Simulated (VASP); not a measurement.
# Pt (P6_3/mmc) in VASP: notebook

Pt is run at these levels: PBEsol; tasks: single point.

All numbers are computed with VASP 6.6.1; they aren't measurements. Logs are shortened: lines on timing, memory, paths and dates and some standing lists are left out, and cuts for length are marked.

### Step 1. The cell of the first run

It takes space group P6_3/mmc (No. 194, hexagonal). The conventional cell has a = 2.789 Å, b = 2.789 Å, c = 4.864 Å, α = 90.00°, β = 90.00°, γ = 120.00°. Pt (site symmetry -6m2) has 12 Pt at 2.79 to 2.92 Å within 3.7 Å.

This isn't the form of Pt at room conditions, which is fcc.

### Step 2. Single point, PBEsol

Contents of INCAR:

```
PREC = Accurate
ENCUT = 520
EDIFF = 1E-6
ISMEAR = 0
SIGMA = 0.15
LREAL = F
LASPH = T
NELM = 60
ALGO = Normal
ISIF = 2
LWAVE = F
LCHARG = F
GGA = PS
NBANDS = 17
```

Contents of KPOINTS:

```
regular mesh
0
Gamma
  18 18 10
```

Contents of POSCAR:

```
Pt
1.0
    2.7888000000      0.0000000000      0.0000000000
   -1.3944000000      2.4151716461      0.0000000000
    0.0000000000      0.0000000000      4.8638000000
Pt
2
Direct
    0.6666666667      0.3333333333      0.7500000000
    0.3333333333      0.6666666667      0.2500000000
```

Potentials or basis: VASP PAW PBE potentials, release 64 (Pt).

The run is started by

```sh
$ cat potpaw_PBE.64/Pt/POTCAR > POTCAR
$ mpirun -np 1 vasp_std > vasp.out
```

OUTCAR:

```text
PREC = Accurate
   ENCUT = 520
   EDIFF = 1E-6
   ISMEAR = 0
   LREAL = F
   LASPH = T
   NELM = 60
   ISIF = 2
   GGA = PS

 ion  position               nearest neighbor table
   1  0.667  0.333  0.750-   2 2.92   2 2.92   2 2.92   2 2.92   2 2.92   2 2.92
   2  0.333  0.667  0.250-   1 2.92   1 2.92   1 2.92   1 2.92   1 2.92   1 2.92

  LATTYP: Found a hexagonal cell.
 ALAT       =     2.7888000000
 C/A-ratio  =     1.7440476190

  Lattice vectors:

 A1 = (   2.7888000000,   0.0000000000,   0.0000000000)
 A2 = (  -1.3944000000,   2.4151716461,   0.0000000000)
 A3 = (   0.0000000000,   0.0000000000,   4.8638000000)

Analysis of symmetry for initial positions (statically):
=====================================================================
 Subroutine PRICEL returns:
 Original cell was already a primitive cell.

 Routine SETGRP: Setting up the symmetry group for a
 hexagonal supercell.

 Subroutine GETGRP returns: Found 24 space group operations
 (whereof 12 operations were pure point group operations)
 out of a pool of 24 trial point group operations.

The static configuration has the point symmetry D_3d.
 The point group associated with its full space group is D_6h.

Analysis of symmetry for dynamics (positions and initial velocities):
=====================================================================
 Subroutine PRICEL returns:
 Original cell was already a primitive cell.

 Routine SETGRP: Setting up the symmetry group for a
 hexagonal supercell.

 Subroutine GETGRP returns: Found 24 space group operations
 (whereof 12 operations were pure point group operations)
 out of a pool of 24 trial point group operations.

The dynamic configuration has the point symmetry D_3d.
 The point group associated with its full space group is D_6h.

 Subroutine INISYM returns: Found 24 space group operations
 (whereof 12 operations are pure point group operations),
 and found     1 'primitive' translations

----------------------------------------------------------------------------------------

                                     Primitive cell

  volume of cell :      32.7598

  direct lattice vectors                    reciprocal lattice vectors
     2.788800000  0.000000000  0.000000000     0.358577166  0.207024623  0.000000000
    -1.394400000  2.415171646  0.000000000     0.000000000  0.414049246  0.000000000
     0.000000000  0.000000000  4.863800000     0.000000000  0.000000000  0.205600559

  length of vectors
     2.788800000  2.788800000  4.863800000     0.414049246  0.414049246  0.205600559

  position of ions in fractional coordinates (direct lattice)
     0.666666667  0.333333333  0.750000000
     0.333333333  0.666666667  0.250000000

  ion indices of the primitive-cell ions
   primitive index   ion index
                 1           1
                 2           2

----------------------------------------------------------------------------------------

 KPOINTS: regular mesh

Automatic generation of k-mesh.
 Grid dimensions read from file:
 generate k-points for:   18   18   10

 Generating k-lattice:

  Cartesian coordinates                     Fractional coordinates (reciprocal lattice)
     0.019920954  0.011501368  0.000000000     0.055555556  0.000000000  0.000000000
     0.000000000  0.023002736  0.000000000     0.000000000  0.055555556  0.000000000
     0.000000000  0.000000000  0.020560056     0.000000000  0.000000000  0.100000000

  Length of vectors
     0.023002736  0.023002736  0.020560056

  Shift w.r.t. Gamma in fractional coordinates (k-lattice)
     0.000000000  0.000000000  0.000000000

 Subroutine IBZKPT returns following result:
 ===========================================

 Found    222 irreducible k-points:

 Following reciprocal coordinates:
            Coordinates               Weight
  0.000000  0.000000  0.000000      1.000000
  0.055556  0.000000  0.000000      6.000000
  0.111111  0.000000  0.000000      6.000000
  0.166667  0.000000  0.000000      6.000000
  0.222222 -0.000000  0.000000      6.000000
  0.277778  0.000000  0.000000      6.000000
[... 16 lines left out ...]
  0.333333  0.111111  0.000000     12.000000
  0.388889  0.111111  0.000000     12.000000
 [... further k-points ...]
   k-points           NKPTS =    222   k-points in BZ     NKDIM =    222   number of bands    NBANDS=     17
   number of dos      NEDOS =    301   number of ions     NIONS =      2
   total plane-waves  NPLWV =  20736
   dimension x,y,z NGX =    24 NGY =   24 NGZ =   36
   dimension x,y,z NGXF=    48 NGYF=   48 NGZF=   72
   ions per type =               2
   NGX,Y,Z   is equivalent  to a cutoff of  14.31, 14.31, 12.30 a.u.
   NGXF,Y,Z  is equivalent  to a cutoff of  28.61, 28.61, 24.61 a.u.
 SYSTEM =  unknown system
   PREC   = accura    normal or accurate (medium, high low for compatibility)
   ISTART =      0    job   : 0-new  1-cont  2-samecut
   ICHARG =      2    charge: 1-file 2-atom 10-const
   ISPIN  =      1    spin polarized calculation?
   LNONCOLLINEAR =      F non collinear calculations
   LSORBIT =      F    spin-orbit coupling
   LASPH  =      T    aspherical Exc in radial PAW
   ENCUT  =  520.0 eV  38.22 Ry    6.18 a.u.   5.19  5.19  9.04*2*pi/ulx,y,z
   NELM   =     60;   NELMIN=  2; NELMDL= -5     # of ELM steps
   EDIFF  = 0.1E-05   stopping-criterion for ELM
   LREAL  =      F    real-space projection
   EDIFFG = 0.1E-04   stopping-criterion for IOM
   NSW    =      0    number of steps for IOM
   IBRION =     -1    ionic relax: 0-MD 1-quasi-New 2-CG
   NFREE  =      0    steps in history (QN), initial steepest desc. (CG)
   ISIF   =      2    stress and relaxation
   ISYM   =      2    0-nonsym 1-usesym 2-fastsym
   POTIM  = 0.5000    time-step for ionic-motion
   TEBEG  =    0.0;   TEEND  =   0.0 temperature during run
   PSTRESS=    0.0 pullay stress
   NELECT =      20.0000    total number of electrons
   NUPDOWN=      -1.0000    fix difference up-down
   EMIN   =  10.00;   EMAX   =-10.00  energy-range for DOS
   EFERMI =   0.00;   METHOD = LEGACY
   ISMEAR =     0;   SIGMA  =   0.15  broadening in eV -4-tet -1-fermi 0-gaus
   EFERMI_NEDOS =   21; number of points for ismear=-14 and -15
   IALGO  =     38    algorithm
   IMIX   =      4    mixing-type and parameters
     AMIX     =   0.40;   BMIX     =  1.00
     AMIX_MAG =   1.60;   BMIX_MAG =  1.00
  volume/ion in A,a.u.               =      16.38       110.54
  Fermi-wavevector in a.u.,A,eV,Ry     =   1.388794  2.624440 26.242217  1.928749
  Thomas-Fermi vector in A             =   2.512886
   LORBIT       =      0    0 simple, 1 ext, 2 COOP (PROOUT), +10 PAW based schemes
   GGA     = PS    functional components
   LHFCALC =     F    Hartree Fock is set to
   AEXX    =    0.0000 exact exchange contribution
   IVDW    =     0    specifies the selected vdW correction
   LEPSILON=     F    determine dielectric tensor
   LRPA    =     F    only Hartree local field effects (RPA)
 non-spin polarized calculation
 Gauss-broadening in eV      SIGMA  =   0.15
  energy-cutoff  :      520.00
  volume of cell :       32.76
 maximum number of plane-waves:       895
 NGX is ok and might be reduce to    24
   NGX = 11   NGY = 11   NGZ = 19

 number of electron      19.9999997 magnetization

 Free energy of the ion-electron system (eV)
  ---------------------------------------------------
  ext. energy  EPLUGINS =         0.00000000
  ---------------------------------------------------
  free energy    TOTEN  =       -13.66699778 eV

  energy without entropy =      -13.62221368  energy(sigma->0) =      -13.64460573

 E-fermi :   9.5479     XC(G=0): -13.1378

 val. band max:        9.5467830425   @ k =   0.3889   0.2222   0.3000
 cond. band min:       9.5507896807   @ k =   0.2222   0.1667   0.4000
 fundamental gap:      0.0040066382
 Fermi energy:         9.5478711888

 k-point     1 :       0.0000    0.0000    0.0000
  band No.  band energies     occupation
      1       0.1743      2.00000
      2       2.7878      2.00000
      3       5.8013      2.00000
      4       6.3166      2.00000
      5       6.3166      2.00000
      6       6.6523      2.00000
[... 9 lines left out ...]
     16      26.7983      0.00000
     17      30.2460      0.00000

 k-point     2 :       0.0556    0.0000    0.0000
  band No.  band energies     occupation
      1       0.2834      2.00000
      2       2.8890      2.00000
      3       5.8001      2.00000
      4       6.3032      2.00000
      5       6.3986      2.00000
      6       6.5990      2.00000
[... 9 lines left out ...]
     16      26.9255      0.00000
     17      29.5407      0.00000

 k-point     3 :       0.1111    0.0000    0.0000
  band No.  band energies     occupation
      1       0.6029      2.00000
      2       3.1753      2.00000
      3       5.7393      2.00000
      4       6.3056      2.00000
      5       6.4978      2.00000
      6       6.6402      2.00000
[... 9 lines left out ...]
     16      26.9872      0.00000
     17      28.5138      0.00000

 k-point     4 :       0.1667    0.0000    0.0000
  band No.  band energies     occupation
      1       1.1073      2.00000
      2       3.5794      2.00000
      3       5.6050      2.00000
      4       6.1622      2.00000
      5       6.4314      2.00000
      6       6.6602      2.00000
[... 9 lines left out ...]
     16      27.0102      0.00000
     17      27.1764      0.00000
[... 343 lines left out ...]
      1       3.3060      2.00000
      2       4.1730      2.00000
      3       4.7861      2.00000
      4       5.6677      2.00000
      5       6.2639      2.00000
      6       6.4122      2.00000
[... 9 lines left out ...]
     16      24.5082      0.00000
     17      24.9259      0.00000

 k-point    23 :       0.3333    0.1111    0.0000
  band No.  band energies     occupation
      1       3.6488      2.00000
      2       3.9876      2.00000
      3       4.5060      2.00000
      4       6.0491      2.00000
      5       6.3347      2.00000
      6       6.6351      2.00000
[... 9 lines left out ...]
     16      22.9374      0.00000
     17      23.7766      0.00000

 k-point    24 :       0.3889    0.1111    0.0000
  band No.  band energies     occupation
      1       3.7696      2.00000
      2       3.8631      2.00000
      3       4.3354      2.00000
      4       6.3311      2.00000
      5       6.4905      2.00000
      6       6.6001      2.00000
[... 9 lines left out ...]
     16      21.5020      0.00000
     17      23.1623      0.00000

 [... further k-points ...]
[... 5 lines left out ...]
  --------------------------------------------------------------------------------------
  -------------------------------------------------------------------------------------
  Total       -3.7195529     -3.7195529     -3.6562393      0.0000000      0.0000000      0.0000000
  in kB     -181.9115352   -181.9115353   -178.8150697      0.0000000      0.0000000      0.0000000
  external PRESSURE =    -180.8793800 kB  Pullay stress =       0.0000000 kB

 VOLUME and BASIS-vectors are now :
 -----------------------------------------------------------------------------
  energy-cutoff  :      520.00
  volume of cell :       32.76
      direct lattice vectors                 reciprocal lattice vectors
     2.788800000  0.000000000  0.000000000     0.358577166  0.207024623  0.000000000
    -1.394400000  2.415171646  0.000000000     0.000000000  0.414049246  0.000000000
     0.000000000  0.000000000  4.863800000     0.000000000  0.000000000  0.205600559

 POSITION                                       TOTAL-FORCE (eV/Angst)
 -----------------------------------------------------------------------------------
      1.39440      0.80506      3.64785         0.000000     -0.000000      0.000000
     -0.00000      1.61011      1.21595        -0.000000      0.000000      0.000000
 -----------------------------------------------------------------------------------
    total drift:                               -0.000000      0.000000     -0.000000

  FREE ENERGIE OF THE ION-ELECTRON SYSTEM (eV)
  ---------------------------------------------------
  free  energy   TOTEN  =       -13.6669977826 eV

  energy  without entropy=      -13.6222136761  energy(sigma->0) =      -13.64460573
```

Wall time 33 s (1 thread of Intel Xeon 6975P-C (Granite Rapids), shared host); peak memory 0.24 GiB.

What came out:

- Free energy: -13.6670 eV
- Pressure: -18.1 GPa
- Band gap on the k mesh: zero (bands 10 and 11 overlap by 1.20 eV)

Stress tensor (GPa, compression positive):
```
-18.19   0.00   0.00
  0.00 -18.19   0.00
  0.00   0.00 -17.88
```

Caveat: the cell stands under tension; the PAW data sets were made with another functional, which shifts forces and pressure a little; spin-orbit coupling is left out, which moves the levels of the heavy elements.

### Step 3. Single point, PBEsol

This run uses another cell than the first one, of 16.46 Å³/atom.

Contents of INCAR:

```
SYSTEM = Pt
PREC = Accurate ; ENCUT = 520
EDIFF = 1E-6 ; ISMEAR = 0
SIGMA = 0.15 ; LREAL = .FALSE.
LASPH = .TRUE. ; NELM = 100
ALGO = Normal ; ISIF = 2
LWAVE = .FALSE. ; LCHARG = .TRUE.
GGA = PS ; LELF = .TRUE.
LVHAR = .TRUE. ; NBANDS = 17
```

Contents of KPOINTS:

```
regular mesh
0
G
  18 18 10
  0 0 0
```

Contents of POSCAR:

```
Pt
1.0
    2.9160000000      0.0000000000      0.0000000000
   -1.4580000000      2.5253300774      0.0000000000
    0.0000000000      0.0000000000      4.4716000000
Pt
2
Direct
    0.6666666667      0.3333333333      0.7500000000
    0.3333333333      0.6666666667      0.2500000000
```

Potentials or basis: VASP PAW PBE potentials, release 64 (Pt).

The run is started by

```sh
$ cat potpaw_PBE.64/Pt/POTCAR > POTCAR
$ mpirun -np 1 vasp_std > vasp.out
```

Run time: 33 s. Hardware: 1 thread of Intel Xeon 6975P-C (Granite Rapids), shared host; peak memory 0.24 GiB.

The run converged. Its results:

* Free energy: -13.5496 eV
* Pressure: -18.0 GPa
* Band gap on the k mesh: zero (bands 10 and 11 overlap by 1.13 eV)

Stress tensor (GPa, compression positive):
```
-20.28   0.00   0.00
  0.00 -20.28   0.00
  0.00   0.00 -13.34
```

Levels at points of the mesh, in eV from the Fermi level:
| k point | band 6 | band 7 | band 8 | band 9 | band 10 | band 11 | band 12 | band 13 | band 14 | band 15 |
| --- | --- | --- | --- | --- | --- | --- | --- | --- | --- | --- |
| (0.00, 0.00, 0.00) | -2.63 | -2.63 | -2.52 | -2.52 | -0.30 | -0.30 | 0.31 | 5.91 | 14.49 | 17.43 |
| (0.50, 0.00, 0.00) | -2.74 | -2.30 | -0.27 | 0.11 | 0.32 | 1.80 | 2.93 | 7.69 | 9.42 | 9.70 |
| (0.00, 0.00, 0.50) | -3.40 | -3.40 | -3.40 | -0.81 | -0.81 | -0.81 | -0.81 | 13.81 | 13.81 | 15.39 |
| (0.50, 0.00, 0.50) | -2.14 | -0.87 | -0.87 | -0.03 | -0.03 | 1.56 | 1.56 | 5.76 | 5.76 | 14.57 |

Caveat: the cell stands under tension; the PAW data sets were made with another functional, which shifts forces and pressure a little; spin-orbit coupling is left out, which moves the levels of the heavy elements.

### Step 4. Single point, PBEsol

This run uses another cell than the first one, of 16.58 Å³/atom.

Contents of INCAR:

```
SYSTEM = Pt
PREC = Accurate
ENCUT = 520
EDIFF = 1E-6
ISMEAR = 0
SIGMA = 0.15
LREAL = .False.
LASPH = .True.
NELM = 80
ALGO = Normal
ISIF = 2
LWAVE = .False.
LCHARG = .False.
GGA = PS
NBANDS = 17
```

Contents of KPOINTS:

```
regular mesh
0
Gamma
  18 18 10
  0 0 0
```

Contents of POSCAR:

```
Pt
1.0
    2.8524000000      0.0000000000      0.0000000000
   -1.4262000000      2.4702508617      0.0000000000
    0.0000000000      0.0000000000      4.7069219539
Pt
2
Direct
    0.6666666667      0.3333333333      0.7500000000
    0.3333333333      0.6666666667      0.2500000000
```

The run is started by

```sh
$ cat potpaw_PBE.64/Pt/POTCAR > POTCAR
$ mpirun -np 1 vasp_std > vasp.out
```

It took 31 s on 1 thread of Intel Xeon 6975P-C (Granite Rapids), shared host; peak memory 0.23 GiB.

Results (log left out):

| Property | Result |
| --- | --- |
| Free energy | -13.5908 eV |
| Pressure | -20.6 GPa |
| Band gap on the k mesh | zero (bands 10 and 11 overlap by 1.08 eV) |

Stress tensor (GPa, compression positive):
```
-22.55   0.00   0.00
  0.00 -22.55   0.00
  0.00   0.00 -16.58
```

Levels at points of the mesh, in eV from the Fermi level:
```csv
k point,band 7,band 8,band 9,band 10,band 11,band 12,band 13,band 14
"(0.00, 0.00, 0.00)",-2.72,-1.98,-1.98,-0.24,-0.24,-0.23,4.95,14.88
"(0.50, 0.00, 0.00)",-2.57,0.05,0.13,0.30,2.04,3.31,7.18,8.88
"(0.00, 0.00, 0.50)",-3.20,-3.20,-0.79,-0.79,-0.79,-0.79,12.58,12.58
"(0.50, 0.00, 0.50)",-0.78,-0.78,0.20,0.20,1.66,1.66,5.88,5.88
```

Caveat: the cell stands under tension; the PAW data sets were made with another functional, which shifts forces and pressure a little; spin-orbit coupling is left out, which moves the levels of the heavy elements.

(Continued in part 2 of 2.)
